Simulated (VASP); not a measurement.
The system is Sb.

```
Sb
1.0
     3.00376    0.00000    0.00000
     0.00000    3.00376    0.00000
     0.00000    0.00000    3.00376
Sb
1
Direct
  0.00000 0.00000 0.00000
```

This cell differs from its parent crystal: volume scaled by 0.9.

Base run:

- Program: VASP 6.6.1
- Functional: PBE
- Potentials or basis: VASP PAW PBE potentials, release 64 (Sb)
- Cutoff: 500 eV
- k mesh: 12 × 12 × 12
- Occupations: fermi-dirac, width 0.05 eV
- Spin: no spin polarisation

Its results: pressure 7.1 GPa.

Problem. The run is repeated on the same cell with these changes: functional from PBE to revPBE. What comes out?

Solution. Pressure 8.1 GPa.

revPBE binds less tightly than PBE, so the same cell stands under more pressure.

Caveats: the PAW data sets were made with another functional, which shifts forces and pressure a little (some runs).
